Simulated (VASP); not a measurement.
# Al2O3 (P-4m2) in VASP: notebook

The runs below take Al2O3 through single point, relaxation of cell and atoms, with PBE.

All numbers are computed with VASP 6.6.1; they aren't measurements. Logs are shortened: lines on timing, memory, paths and dates and some standing lists are left out, and cuts for length are marked.

### 1 The cell of the first run

Symmetry: P-4m2, No. 115, tetragonal system. Conventional cell: a = 4.358 Å, b = 4.358 Å, c = 3.667 Å, α = 90.00°, β = 90.00°, γ = 90.00°. Within 2.4 Å of Al (site symmetry -4m2) lie 6 O at 1.83 to 2.18 Å. Al (site symmetry -4m2) has 12 O at 2.79 to 3.08 Å and 10 Al at 3.59 to 3.67 Å within 3.7 Å. O (site symmetry -4m2) has 2 Al at 1.83 Å within 2.4 Å. Within 3.1 Å of O (site symmetry 2mm) lie 6 Al at 2.18 to 2.91 Å and 8 O at 2.79 to 3.09 Å.

The cell was built from a structure type or drawn by symmetry, and may not be a known phase.

### 2 Single point, PBE

Input file INCAR:

```
SYSTEM = Al2O3
ALGO = Normal ; EDIFF = 1E-7
ENCUT = 520 ; GGA = PE
ISIF = 2 ; ISMEAR = 0
LASPH = .TRUE. ; LCHARG = .TRUE.
LELF = .TRUE. ; LREAL = .FALSE.
LVHAR = .TRUE. ; LWAVE = .FALSE.
NBANDS = 20 ; NELM = 60
PREC = Accurate ; SIGMA = 0.1
```

Input file KPOINTS:

```
k-points
0
G
  4 4 6
  0 0 0
```

Input file POSCAR:

```
Al2O3
1.0
    4.3577205600      0.0000000000      0.0000000000
    0.0000000000      4.3577205600      0.0000000000
    0.0000000000      0.0000000000      3.6667896600
Al O
2 3
Direct
    0.0000000000      0.0000000000      0.5000000000
    0.5000000000      0.5000000000      0.0000000000
    0.0000000000      0.0000000000      0.0000000000
    0.0000000000      0.5000000000      0.4759434000
    0.5000000000      0.0000000000      0.5240566000
```

Potentials or basis: VASP PAW PBE potentials, release 64 (Al, O).

Run with:

```bash
$ cat potpaw_PBE.64/Al/POTCAR potpaw_PBE.64/O/POTCAR > POTCAR
$ mpirun -np 1 vasp_std > vasp.out
```

OUTCAR:

```text
SYSTEM = Al2O3
   EDIFF = 1E-7
   ENCUT = 520
   GGA = PE
   ISIF = 2
   ISMEAR = 0
   LASPH = .TRUE.
   LREAL = .FALSE.
   NELM = 60
   PREC = Accurate

 ion  position               nearest neighbor table
   1  0.000  0.000  0.500-   3 1.83   3 1.83   5 2.18   4 2.18   4 2.18   5 2.18
   2  0.500  0.500  0.000-
   3  0.000  0.000  0.000-   1 1.83   1 1.83
   4  0.000  0.500  0.476-   1 2.18   1 2.18
   5  0.500  0.000  0.524-   1 2.18   1 2.18

  LATTYP: Found a simple tetragonal cell.
 ALAT       =     4.3577205600
 C/A-ratio  =     0.8414467173

  Lattice vectors:

 A1 = (   4.3577205600,   0.0000000000,   0.0000000000)
 A2 = (   0.0000000000,   4.3577205600,   0.0000000000)
 A3 = (   0.0000000000,   0.0000000000,   3.6667896600)

Analysis of symmetry for initial positions (statically):
=====================================================================
 Subroutine PRICEL returns:
 Original cell was already a primitive cell.

 Routine SETGRP: Setting up the symmetry group for a
 simple tetragonal supercell.

 Subroutine GETGRP returns: Found  8 space group operations
 (whereof  8 operations were pure point group operations)
 out of a pool of 16 trial point group operations.

The static configuration has the point symmetry D_2d.

Analysis of symmetry for dynamics (positions and initial velocities):
=====================================================================
 Subroutine PRICEL returns:
 Original cell was already a primitive cell.

 Routine SETGRP: Setting up the symmetry group for a
 simple tetragonal supercell.

 Subroutine GETGRP returns: Found  8 space group operations
 (whereof  8 operations were pure point group operations)
 out of a pool of 16 trial point group operations.

The dynamic configuration has the point symmetry D_2d.

 Subroutine INISYM returns: Found  8 space group operations
 (whereof  8 operations are pure point group operations),
 and found     1 'primitive' translations

----------------------------------------------------------------------------------------

                                     Primitive cell

  volume of cell :      69.6313

  direct lattice vectors                    reciprocal lattice vectors
     4.357720560  0.000000000  0.000000000     0.229477771  0.000000000  0.000000000
     0.000000000  4.357720560  0.000000000     0.000000000  0.229477771  0.000000000
     0.000000000  0.000000000  3.666789660     0.000000000  0.000000000  0.272718125

  length of vectors
     4.357720560  4.357720560  3.666789660     0.229477771  0.229477771  0.272718125

  position of ions in fractional coordinates (direct lattice)
     0.000000000  0.000000000  0.500000000
     0.500000000  0.500000000  0.000000000
     0.000000000  0.000000000  0.000000000
     0.000000000  0.500000000  0.475943400
     0.500000000  0.000000000  0.524056600

  ion indices of the primitive-cell ions
   primitive index   ion index
                 1           1
                 2           2
                 3           3
                 4           4
                 5           5

----------------------------------------------------------------------------------------

 KPOINTS: k-points

Automatic generation of k-mesh.
 Grid dimensions read from file:
 generate k-points for:    4    4    6

 Generating k-lattice:

  Cartesian coordinates                     Fractional coordinates (reciprocal lattice)
     0.057369443  0.000000000  0.000000000     0.250000000  0.000000000  0.000000000
     0.000000000  0.057369443  0.000000000     0.000000000  0.250000000  0.000000000
     0.000000000  0.000000000  0.045453021     0.000000000  0.000000000  0.166666667

  Length of vectors
     0.057369443  0.057369443  0.045453021

  Shift w.r.t. Gamma in fractional coordinates (k-lattice)
     0.000000000  0.000000000  0.000000000

 Subroutine IBZKPT returns following result:
 ===========================================

 Found     24 irreducible k-points:

 Following reciprocal coordinates:
            Coordinates               Weight
  0.000000  0.000000  0.000000      1.000000
  0.250000  0.000000  0.000000      4.000000
  0.500000  0.000000  0.000000      2.000000
  0.250000  0.250000  0.000000      4.000000
  0.500000  0.250000  0.000000      4.000000
  0.500000  0.500000  0.000000      1.000000
[... 16 lines left out ...]
  0.500000  0.250000  0.500000      4.000000
  0.500000  0.500000  0.500000      1.000000
   k-points           NKPTS =     24   k-points in BZ     NKDIM =     24   number of bands    NBANDS=     20
   number of dos      NEDOS =    301   number of ions     NIONS =      5
   total plane-waves  NPLWV =  28672
   dimension x,y,z NGX =    32 NGY =   32 NGZ =   28
   dimension x,y,z NGXF=    64 NGYF=   64 NGZF=   56
   ions per type =               2   3
   NGX,Y,Z   is equivalent  to a cutoff of  12.21, 12.21, 12.69 a.u.
   NGXF,Y,Z  is equivalent  to a cutoff of  24.42, 24.42, 25.39 a.u.
 SYSTEM =  Al2O3
   PREC   = accura    normal or accurate (medium, high low for compatibility)
   ISTART =      0    job   : 0-new  1-cont  2-samecut
   ICHARG =      2    charge: 1-file 2-atom 10-const
   ISPIN  =      1    spin polarized calculation?
   LNONCOLLINEAR =      F non collinear calculations
   LSORBIT =      F    spin-orbit coupling
   LASPH  =      T    aspherical Exc in radial PAW
   ENCUT  =  520.0 eV  38.22 Ry    6.18 a.u.   8.10  8.10  6.82*2*pi/ulx,y,z
   NELM   =     60;   NELMIN=  2; NELMDL= -5     # of ELM steps
   EDIFF  = 0.1E-06   stopping-criterion for ELM
   LREAL  =      F    real-space projection
   EDIFFG = 0.1E-05   stopping-criterion for IOM
   NSW    =      0    number of steps for IOM
   IBRION =     -1    ionic relax: 0-MD 1-quasi-New 2-CG
   NFREE  =      0    steps in history (QN), initial steepest desc. (CG)
   ISIF   =      2    stress and relaxation
   ISYM   =      2    0-nonsym 1-usesym 2-fastsym
   POTIM  = 0.5000    time-step for ionic-motion
   TEBEG  =    0.0;   TEEND  =   0.0 temperature during run
   PSTRESS=    0.0 pullay stress
   NELECT =      24.0000    total number of electrons
   NUPDOWN=      -1.0000    fix difference up-down
   EMIN   =  10.00;   EMAX   =-10.00  energy-range for DOS
   EFERMI =   0.00;   METHOD = LEGACY
   ISMEAR =     0;   SIGMA  =   0.10  broadening in eV -4-tet -1-fermi 0-gaus
   EFERMI_NEDOS =   21; number of points for ismear=-14 and -15
   IALGO  =     38    algorithm
   IMIX   =      4    mixing-type and parameters
     AMIX     =   0.40;   BMIX     =  1.00
     AMIX_MAG =   1.60;   BMIX_MAG =  1.00
  volume/ion in A,a.u.               =      13.93        93.98
  Fermi-wavevector in a.u.,A,eV,Ry     =   1.147828  2.169081 17.925815  1.317510
  Thomas-Fermi vector in A             =   2.284506
   LORBIT       =      0    0 simple, 1 ext, 2 COOP (PROOUT), +10 PAW based schemes
   GGA     = PE    functional components
   LHFCALC =     F    Hartree Fock is set to
   AEXX    =    0.0000 exact exchange contribution
   IVDW    =     0    specifies the selected vdW correction
   LEPSILON=     F    determine dielectric tensor
   LRPA    =     F    only Hartree local field effects (RPA)
 non-spin polarized calculation
 Gauss-broadening in eV      SIGMA  =   0.10
  energy-cutoff  :      520.00
  volume of cell :       69.63
 maximum number of plane-waves:      1892
   NGX = 17   NGY = 17   NGZ = 13

 number of electron      23.9999987 magnetization

 Free energy of the ion-electron system (eV)
  ---------------------------------------------------
  ext. energy  EPLUGINS =         0.00000000
  ---------------------------------------------------
  free energy    TOTEN  =       -28.41971504 eV

  energy without entropy =      -28.40857980  energy(sigma->0) =      -28.41414742

 E-fermi :   2.5782     XC(G=0):  -9.6342

 val. band max:        2.5765797849   @ k =   0.5000   0.5000   0.3333
 cond. band min:       2.6741477933   @ k =   0.5000   0.0000   0.5000
 fundamental gap:      0.0975680084
 Fermi energy:         2.5782147390

 k-point     1 :       0.0000    0.0000    0.0000
  band No.  band energies     occupation
      1     -14.7021      2.00000
      2     -13.2236      2.00000
      3     -13.1353      2.00000
      4      -1.4674      2.00000
      5      -1.4674      2.00000
      6      -1.3573      2.00000
[... 12 lines left out ...]
     19      11.7552      0.00000
     20      11.9076      0.00000

 k-point     2 :       0.2500    0.0000    0.0000
  band No.  band energies     occupation
      1     -14.5614      2.00000
      2     -13.3659      2.00000
      3     -13.1535      2.00000
      4      -1.6080      2.00000
      5      -1.2593      2.00000
      6      -1.2463      2.00000
[... 12 lines left out ...]
     19      12.8061      0.00000
     20      13.0735      0.00000

 k-point     3 :       0.5000    0.0000    0.0000
  band No.  band energies     occupation
      1     -14.3643      2.00000
      2     -13.5864      2.00000
      3     -13.1493      2.00000
      4      -1.6946      2.00000
      5      -1.1515      2.00000
      6      -0.9708      2.00000
[... 12 lines left out ...]
     19      13.2675      0.00000
     20      13.5187      0.00000

 k-point     4 :       0.2500    0.2500    0.0000
  band No.  band energies     occupation
      1     -14.4233      2.00000
      2     -13.3913      2.00000
      3     -13.2755      2.00000
      4      -1.9655      2.00000
      5      -1.1628      2.00000
      6      -0.8743      2.00000
[... 429 lines left out ...]
 k-point    23 :       0.5000    0.2500    0.5000
  band No.  band energies     occupation
      1     -13.7954      2.00000
      2     -13.4841      2.00000
      3     -13.4735      2.00000
      4      -3.3235      2.00000
      5      -1.3402      2.00000
      6      -0.5288      2.00000
[... 12 lines left out ...]
     19      12.6965      0.00000
     20      13.2899      0.00000

 k-point    24 :       0.5000    0.5000    0.5000
  band No.  band energies     occupation
      1     -13.7782      2.00000
      2     -13.4609      2.00000
      3     -13.4609      2.00000
      4      -3.7020      2.00000
      5      -0.9545      2.00000
      6      -0.8199      2.00000
[... 12 lines left out ...]
     19      11.4183      0.00000
     20      13.2730      0.00000

------------------------ aborting loop because EDIFF is reached ----------------------------------------

  FORCE on cell =-STRESS in cart. coord.  units (eV):
  Direction    XX          YY          ZZ          XY          YZ          ZX
  --------------------------------------------------------------------------------------
  -------------------------------------------------------------------------------------
  Total      -13.1982942    -13.1982942    -10.1430236      0.0000000     -0.0000000      0.0000000
  in kB     -303.6852045   -303.6852045   -233.3851742      0.0000000     -0.0000000      0.0000000
  external PRESSURE =    -280.2518611 kB  Pullay stress =       0.0000000 kB

 VOLUME and BASIS-vectors are now :
 -----------------------------------------------------------------------------
  energy-cutoff  :      520.00
  volume of cell :       69.63
      direct lattice vectors                 reciprocal lattice vectors
     4.357720560  0.000000000  0.000000000     0.229477771  0.000000000  0.000000000
     0.000000000  4.357720560  0.000000000     0.000000000  0.229477771  0.000000000
     0.000000000  0.000000000  3.666789660     0.000000000  0.000000000  0.272718125

 POSITION                                       TOTAL-FORCE (eV/Angst)
 -----------------------------------------------------------------------------------
      0.00000      0.00000      1.83339         0.000000     -0.000000      0.000000
      2.17886      2.17886      0.00000        -0.000000      0.000000      0.000000
      0.00000      0.00000      0.00000         0.000000     -0.000000      0.000000
      0.00000      2.17886      1.74518         0.000000     -0.000000     -0.071881
      2.17886      0.00000      1.92161         0.000000     -0.000000      0.071881
 -----------------------------------------------------------------------------------
    total drift:                                0.000000      0.000000     -0.000000

  FREE ENERGIE OF THE ION-ELECTRON SYSTEM (eV)
  ---------------------------------------------------
  free  energy   TOTEN  =       -28.4197150417 eV

  energy  without entropy=      -28.4085797970  energy(sigma->0) =      -28.41414742
```

It took 36 s on 1 thread of Intel Xeon 8259CL, shared host; peak memory 0.18 GiB.

Results:

- Free energy: -28.4197 eV
- Pressure: -28.0 GPa
- Largest force: 0.072 eV/Å
- Band gap on the k mesh: zero (bands 12 and 13 overlap by 0.60 eV)

Forces in eV/Å, atoms in the order of the input:
```
Al   0.000  0.000  0.000
Al   0.000  0.000  0.000
O    0.000  0.000  0.000
O    0.000  0.000 -0.072
O    0.000  0.000  0.072
```

Caveat: the k points lie up to 0.36 Å⁻¹ apart, too coarse for converged energies and pressures of a metal.

[end of part 1 of 3]
